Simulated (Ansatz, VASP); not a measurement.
Two plane-wave programs on Mg

```xyz
2
Lattice="3.2093 0.0000 0.0000 -1.6046 2.7793 0.0000 0.0000 0.0000 5.2103" Properties=species:S:1:pos:R:3 pbc="T T T"
Mg    0.0000    1.8529    1.3026
Mg    1.6047    0.9264    3.9077
```

Alike in both runs: task relaxation of cell and atoms; functional LDA; k mesh 15 × 15 × 8; occupations gaussian, width 0.1 eV; no spin polarisation.

|  | VASP | Ansatz |
| --- | --- | --- |
| version | VASP 6.6.1 | Ansatz 0.2.0 |
| potentials or method | VASP PAW LDA potentials, release 64 (Mg), cutoff 600 eV | scalar-relativistic, plane waves, PAW |
| valence electrons in the cell | 4 | 20 |

```tsv
	VASP	Ansatz	Ansatz less VASP
gap on the k mesh at the Fermi level, each at its own relaxed structure (eV)	none	none	-
relaxed volume (Å³/atom)	21.43	21.60	+0.175
relaxed cell length with the largest relative difference (Å)	5.025	5.039	+0.0140
```

Ansatz warns that its potentials were made for another functional, while VASP's fit it. LDA's correlation is that of Perdew and Zunger in VASP and of Perdew and Wang (1992) in Ansatz. A gap of «none» marks a metal or a gap that the smearing closes. VASP's potentials hold 4 valence electrons a cell and Ansatz's 20, so a difference there can come from the potentials and not from the codes.
